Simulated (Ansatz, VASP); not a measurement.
**La4Mg8N: VASP beside Ansatz**

The input INCAR:

```
ALGO = Normal ; DIPOL = 0.5 0.5 0.465
EDIFF = 1E-6 ; ENCUT = 520
GGA = PS ; IDIPOL = 3
ISIF = 2 ; ISMEAR = 0
LASPH = T ; LCHARG = F
LDIPOL = T ; LREAL = F
LWAVE = F ; NBANDS = 44
NELM = 100 ; PREC = Accurate
SIGMA = 0.1
```

The input KPOINTS:

```
k-points
0
Gamma
  6 6 1
```

POSCAR

```
La4Mg8N
1.0
    6.1390698644      0.0000000000      0.0000000000
   -3.0695349322      5.3165904582      0.0000000000
    0.0000000000      0.0000000000     27.1453605259
Mg La N
8 4 1
Direct
    0.8333333333      0.1666666667      0.3131290148
    0.8333333333      0.6666666667      0.3131290148
    0.3333333333      0.1666666666      0.3131290148
    0.6666666667      0.3333333334      0.4054565702
    0.4992379591      0.5007620409      0.4987278677
    0.4992379591     -0.0015240818      0.4987278677
    0.0015240818      0.5007620409      0.4987278677
    0.3333333333      0.6666666667      0.5945432824
    0.3333333333      0.6666666667      0.3823746814
    0.0000000000      0.0000000000      0.4285384591
    0.0000000000      0.0000000000      0.5675278382
    0.6666666667      0.3333333334      0.6051744959
    0.6666666667      0.8333333334      0.6250198191
```

Input for Ansatz:

```yaml
crystal:
  lattice:
    - [6.1390698644, 0.0, 0.0]
    - [-3.0695349322, 5.3165904582, 0.0]
    - [0.0, 0.0, 27.1453605259]
  atoms:
    - { symbol: Mg, position: [0.8333333333, 0.1666666667, 0.3131290148] }
    - { symbol: Mg, position: [0.8333333333, 0.6666666667, 0.3131290148] }
    - { symbol: Mg, position: [0.3333333333, 0.1666666666, 0.3131290148] }
    - { symbol: La, position: [0.3333333333, 0.6666666667, 0.3823746814] }
    - { symbol: Mg, position: [0.6666666667, 0.3333333334, 0.4054565702] }
    - { symbol: La, position: [0.0, 0.0, 0.4285384591] }
    - { symbol: Mg, position: [0.4992379591, 0.5007620409, 0.4987278677] }
    - { symbol: Mg, position: [0.4992379591, -0.0015240818, 0.4987278677] }
    - { symbol: Mg, position: [0.0015240818, 0.5007620409, 0.4987278677] }
    - { symbol: La, position: [0.0, 0.0, 0.5675278382] }
    - { symbol: Mg, position: [0.3333333333, 0.6666666667, 0.5945432824] }
    - { symbol: La, position: [0.6666666667, 0.3333333334, 0.6051744959] }
    - { symbol: "N", position: [0.6666666667, 0.8333333334, 0.6250198191] }
basis:
  ecutwfc: 420
kpoints:
  mp_grid: { grid: [6, 6, 1] }
hamiltonian:
  xc: pbesol
scf:
  occupations: { method: gaussian, width: 0.1 }
output:
  forces: true
  eigenvalues: true
  write_density: true
  write_potential: true
  elf: true
  volumetric_format: npy
efield:
  axis: 3
  dipole_correction: true
  ramp_width: 0.04
```

Alike in both runs: task single point; functional PBEsol; k mesh 6 × 6 × 1; occupations gaussian, width 0.1 eV; no spin polarisation.

|  | VASP | Ansatz |
| --- | --- | --- |
| version | VASP 6.6.1 | Ansatz 0.2.0 |
| potentials or method | VASP PAW PBE potentials, release 64 (Mg, La, N), cutoff 520 eV | scalar-relativistic, plane waves, PAW |
| valence electrons in the cell | 65 | 129 |

|  | VASP | Ansatz | Ansatz less VASP |
| --- | --- | --- | --- |
| gap on the k mesh at the Fermi level (eV) | none | none | - |
| rms of the force components (eV/Å) | 0.529 | 0.528 | -0.0013 |

VASP's potentials were made for PBE, not for PBEsol. A gap of «none» marks a metal or a gap that the smearing closes. VASP's potentials hold 65 valence electrons a cell and Ansatz's 129, so a difference there can come from the potentials and not from the codes. Ansatz's warnings: xc potential rough in thin density.

Spin-orbit coupling is off throughout.
